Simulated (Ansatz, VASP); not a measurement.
**Two plane-wave programs on SnPb5O6**

```
Sn Pb O
1.0
     3.97956    0.00000    0.00000
     0.00000    3.97956    0.00000
     0.00000    0.00000   14.99066
Sn Pb O
1 5 6
Cartesian
  0.0000 0.0000 11.1930
  0.0000 0.0000 1.1993
  0.0000 0.0000 6.1961
  1.9898 1.9898 3.7976
  1.9898 1.9898 8.7945
  1.9898 1.9898 13.7914
  0.0000 1.9898 0.0000
  0.0000 1.9898 4.9969
  0.0000 1.9898 9.9938
  1.9898 0.0000 0.0000
  1.9898 0.0000 4.9969
  1.9898 0.0000 9.9938
```

Alike in both runs: task single point; functional PBE; k mesh 4 × 4 × 1; occupations gaussian, width 0.1 eV; no spin polarisation.

|  | VASP | Ansatz |
| --- | --- | --- |
| version | VASP 6.6.1 | Ansatz 0.2.0 |
| potentials or method | VASP PAW PBE potentials, release 64 (Sn_d, Pb_d, O), cutoff 520 eV | scalar-relativistic, plane waves, PAW |
| valence electrons in the cell | 120 | 120 |

|  | VASP | Ansatz | Ansatz less VASP |
| --- | --- | --- | --- |
| gap on the k mesh at the Fermi level (eV) | 0.99 | 0.98 | -0.007 |
| least direct gap on the mesh (eV) | 1.89 | 1.91 | +0.019 |
| pressure (GPa) | 2.2 | 2.1 | -0.07 |
| traceless stress, the component that is largest in VASP (GPa) | -0.54 | -0.53 | +0.007 |
| rms of the force components (eV/Å) | 0.268 | 0.272 | +0.0044 |

Atom by atom the forces differ by 0.018 eV/Å (rms over components).

Spin-orbit coupling is off throughout.
